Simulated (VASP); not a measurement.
Wanted: the native input for a VASP 6.6.1 run.

```yaml
Task: single point
Functional: r2SCAN
Potentials_or_basis: VASP PAW PBE potentials, release 64 (Ag)
Cutoff: 520 eV
k_mesh: 20 × 20 × 20
Occupations: gaussian, width 0.15 eV
Spin: no spin polarisation
Dipole_correction: no
Further_INCAR_settings: ALGO = Normal; EDIFF = 1e-07; NBANDS = 12
```

Ag:

```
Ag
1.0
     0.00000    2.04310    2.04310
     2.10439    0.00000    2.04310
     2.10439    2.04310    0.00000
Ag
1
Direct
  0.00000 0.00000 0.00000
```

This cell differs from its parent crystal: strain +0.0300 x Voigt [1, 0, 0, 0, 0, 0].

These files were run (other wordings do the same):

POSCAR

```
Ag
1.0
    0.0000000000      2.0431000000      2.0431000000
    2.1043930000      0.0000000000      2.0431000000
    2.1043930000      2.0431000000      0.0000000000
Ag
1
Direct
    0.0000000000      0.0000000000      0.0000000000
```

INCAR.step1

```
PREC = Accurate ; ENCUT = 520
ISMEAR = 0 ; SIGMA = 0.15
LREAL = F ; LASPH = T
NELM = 80 ; NBANDS = 12
GGA = PE ; ALGO = Normal
EDIFF = 1E-4 ; LWAVE = T
LCHARG = F
```

INCAR.step2

```
PREC = Accurate ; ENCUT = 520
EDIFF = 1E-7 ; ISMEAR = 0
SIGMA = 0.15 ; LREAL = F
LASPH = T ; NELM = 80
ALGO = Normal ; ISIF = 2
LWAVE = F ; LCHARG = T
METAGGA = R2SCAN ; LMIXTAU = T
LELF = T ; LVHAR = T
NBANDS = 12 ; ISTART = 1
```

KPOINTS

```
Automatic mesh
0
Gamma
  20 20 20
```

Potentials or basis: VASP PAW PBE potentials, release 64 (Ag).

Run with:

```console
$ cat potpaw_PBE.64/Ag/POTCAR > POTCAR
$ cp INCAR.step1 INCAR
$ mpirun -np 1 vasp_std > vasp.out
$ cp INCAR.step2 INCAR
$ mpirun -np 1 vasp_std > vasp.out
```

Results of the run:

```yaml
Pressure: -1.5 GPa
Band_gap_on_the_k_mesh: zero (an odd number of electrons rules out a gap without spin polarisation)
```

Caveat: the cell differs from its parent crystal (strain +0.0300 x Voigt [1, 0, 0, 0, 0, 0]); the PAW data sets were made with another functional, which shifts forces and pressure a little.

Run time: 2.3 min on 1 thread of Intel(R) Xeon(R) 6975P-C (Granite Rapids), on a shared host, peak memory 0.26 GiB.
